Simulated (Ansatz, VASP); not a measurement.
# MoRu3W in VASP and in Ansatz

```
CELL_PARAMETERS angstrom
4.87803 0.00000 0.00000
0.00000 4.87803 0.00000
0.00000 0.00000 4.77168
ATOMIC_POSITIONS crystal
Mo 0.50000 0.50000 0.00000
Ru 0.00000 0.50000 0.50000
Ru 0.50000 0.00000 0.50000
Ru 0.00000 0.00000 0.50000
W 0.50000 0.50000 0.50000
```

Alike in both runs: functional PBE; k mesh 4 × 4 × 4; occupations gaussian, width 0.1 eV; no spin polarisation.

Ansatz relaxed the structure, and its values are those at the end. VASP's run is a single point on that final structure, the one shown.

```csv
,VASP,Ansatz
version,VASP 6.6.1,Ansatz 0.2.0
potentials or method,"VASP PAW PBE potentials, release 64 (Mo_sv, Ru_pv, W_sv), cutoff 520 eV","scalar-relativistic, plane waves, PAW"
valence electrons in the cell,70,76
```

|  | VASP | Ansatz | Ansatz less VASP |
| --- | --- | --- | --- |
| gap on the k mesh at the Fermi level (eV) | none | none | - |
| pressure (GPa) | 0.5 | 0.0 | -0.48 |

A gap of «none» marks a metal or a gap that the smearing closes. VASP's potentials hold 70 valence electrons a cell and Ansatz's 76, so a difference there can come from the potentials and not from the codes.

Spin-orbit coupling is off throughout.
